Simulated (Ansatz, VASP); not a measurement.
# One calculation of Ta, two programs

```
CELL_PARAMETERS angstrom
5.05108 0.00000 0.00000
-2.52554 4.37436 0.00000
0.00000 0.00000 2.83594
ATOMIC_POSITIONS crystal
Ta 0.00000 0.00000 0.00000
Ta 0.33333 0.66667 0.50000
Ta 0.66667 0.33333 0.50000
```

Alike in both runs: task single point; functional PBE; k mesh 9 × 9 × 13; occupations fermi-dirac, width 0.1 eV; no spin polarisation.

|  | VASP | Ansatz |
| --- | --- | --- |
| version | VASP 6.6.1 | Ansatz 0.2.0 |
| potentials or method | VASP PAW PBE potentials, release 64 (Ta_pv), cutoff 520 eV | plane waves (420 eV) with PAW, scalar-relativistic |
| valence electrons in the cell | 33 | 39 |

VASP gave:

```
pressure (GPa)                                                : -16.9
traceless stress, the component that is largest in VASP (GPa) : -1.28
```

Q: Estimate Ansatz's values.

A: Pressure (GPa): -16.9; traceless stress, the component that is largest in VASP (GPa): -1.29.

VASP's potentials hold 33 valence electrons a cell and Ansatz's 39, so a difference there can come from the potentials and not from the codes.

Spin-orbit coupling is off throughout.
